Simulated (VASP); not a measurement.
Set up this calculation in VASP 6.6.1, as the native input.

```yaml
Task: single point
Functional: r2SCAN
Potentials_or_basis: VASP PAW PBE potentials, release 64 (C)
Cutoff: 520 eV
k_mesh: 6 × 6 × 2
Occupations: gaussian, width 0.1 eV
Spin: no spin polarisation
Dipole_correction: no
Further_INCAR_settings: ALGO = Normal; EDIFF = 1e-06; NBANDS = 16
```

The system is C.

```
C
1.0
     1.21596   -2.14796    0.00912
     1.22325    2.15217   -0.04137
    -0.09419   -0.08515    7.14765
C
4
Cartesian
  1.2120 1.7491 5.3140
  1.2021 -0.3988 1.6995
  1.2063 -1.8208 1.7354
  1.1714 0.2841 5.3304
```

These files were run (other wordings do the same):

POSCAR

```
C
1.0
    1.2159619696     -2.1479622876      0.0091232276
    1.2232502972      2.1521701653     -0.0413730204
   -0.0941886657     -0.0851463517      7.1476530721
C
4
Direct
    0.1034933285      0.9456230676      0.7488005552
    0.5908149738      0.4138432831      0.2394105085
    0.9242568809      0.0859987362      0.2421136921
    0.4285181549      0.5893271320      0.7486182121
```

INCAR.step1

```
  PREC = Accurate
  ENCUT = 520
  ISMEAR = 0
  SIGMA = 0.1
  LREAL = False
  LASPH = True
  NELM = 100
  NBANDS = 16
  GGA = PE
  ALGO = Normal
  EDIFF = 1E-4
  LWAVE = True
  LCHARG = False
```

INCAR.step2

```
  PREC = Accurate
  ENCUT = 520
  EDIFF = 1E-6
  ISMEAR = 0
  SIGMA = 0.1
  LREAL = False
  LASPH = True
  NELM = 100
  ALGO = Normal
  ISIF = 2
  LWAVE = False
  LCHARG = False
  METAGGA = R2SCAN
  LMIXTAU = True
  NBANDS = 16
  ISTART = 1
```

KPOINTS

```
Automatic mesh
0
Gamma
  6 6 2
```

Potentials or basis: VASP PAW PBE potentials, release 64 (C).

Command:

```sh
$ cat potpaw_PBE.64/C/POTCAR > POTCAR
$ cp INCAR.step1 INCAR
$ mpirun -np 1 vasp_std > vasp.out
$ cp INCAR.step2 INCAR
$ mpirun -np 1 vasp_std > vasp.out
```

Results of the run:

```json
{"Pressure": "-0.2 GPa", "Largest force": "2.602 eV/Å"}
```

Caveat: the k points lie up to 0.49 Å⁻¹ apart; the PAW data sets were made with another functional, which shifts forces and pressure a little.

Run time: 110 s on 1 thread of Intel Xeon 8259CL (shared host), peak memory 0.15 GiB.
